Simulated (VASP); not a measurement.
A run of VASP 6.6.1:

Contents of INCAR:

```
SYSTEM = Au
PREC = Accurate
ENCUT = 600
EDIFF = 1E-7
ISMEAR = -1
SIGMA = 0.08
LREAL = .False.
LASPH = .True.
NELM = 100
ALGO = Normal
ISIF = 3
LWAVE = .False.
LCHARG = .False.
GGA = PE
IBRION = 2
NSW = 60
EDIFFG = -0.005
```

KPOINTS

```
regular mesh
0
Gamma
  15 15 14
  0 0 0
```

Contents of POSCAR:

```
Au
1.0
    2.8412141024      0.0000000000      0.0000000000
   -1.4206070512      2.4605635903      0.0000000000
    0.0000000000      0.0000000000      2.6707412562
Au
1
Direct
    0.0000000000      0.0000000000      0.0000000000
```

Potentials or basis: VASP PAW PBE potentials, release 64 (Au).

The run is started by

```bash
$ cat potpaw_PBE.64/Au/POTCAR > POTCAR
$ mpirun -np 1 vasp_std > vasp.out
```

Hardware: 1 thread of Intel(R) Xeon(R) 6975P-C (Granite Rapids), with other jobs on the host.

Task: How long does it take, and how much memory?

Result: Run time: 47 s on 1 thread of Intel(R) Xeon(R) 6975P-C (Granite Rapids), with other jobs on the host, peak memory 0.18 GiB. Counts: scf iterations 56, k points 216, ion steps 8.
